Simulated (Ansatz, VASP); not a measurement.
# One calculation of Mo, two programs

File INCAR:

```
PREC = Accurate
ENCUT = 520
EDIFF = 1E-7
ISMEAR = 0
SIGMA = 0.15
LREAL = F
LASPH = T
NELM = 80
ALGO = Fast
ISIF = 2
LWAVE = F
LCHARG = F
GGA = CA
NBANDS = 13
```

KPOINTS

```
regular mesh
0
Gamma
  22 22 22
```

POSCAR

```
Mo
1.0
    0.0000000000      1.8961875982      2.2754251178
    1.8961875982      0.0000000000      2.2754251178
    1.8961875982      1.8961875982      0.0000000000
Mo
1
Direct
    0.0000000000      0.0000000000      0.0000000000
```

Input for Ansatz:

```yaml
crystal:
  lattice:
    - [0.0, 1.8961875982, 2.2754251178]
    - [1.8961875982, 0.0, 2.2754251178]
    - [1.8961875982, 1.8961875982, 0.0]
  atoms:
    - { symbol: Mo, position: [0.0, 0.0, 0.0] }
basis:
  ecutwfc: 420
kpoints:
  mp_grid: { grid: [22, 22, 22] }
hamiltonian:
  xc: lda
scf:
  occupations: { method: gaussian, width: 0.15 }
output:
  forces: true
  stress: true
  eigenvalues: true
```

Alike in both runs: task single point; functional LDA; k mesh 22 × 22 × 22; occupations gaussian, width 0.15 eV; no spin polarisation.

|  | VASP | Ansatz |
| --- | --- | --- |
| version | VASP 6.6.1 | Ansatz 0.2.0 |
| potentials or method | VASP PAW LDA potentials, release 64 (Mo_sv), cutoff 520 eV | scalar-relativistic, plane waves, PAW |
| valence electrons in the cell | 14 | 14 |

Ansatz gave:

```
gap on the k mesh at the Fermi level (eV)                     : none
pressure (GPa)                                                : -15.6
traceless stress, the component that is largest in VASP (GPa) : 4.19
```

Task: Estimate VASP's values.

Result: gap on the k mesh at the Fermi level (eV): none; pressure (GPa): -14.7; traceless stress, the component that is largest in VASP (GPa): 4.10.

LDA's correlation is that of Perdew and Zunger in VASP and of Perdew and Wang (1992) in Ansatz. A gap of «none» marks a metal or a gap that the smearing closes.
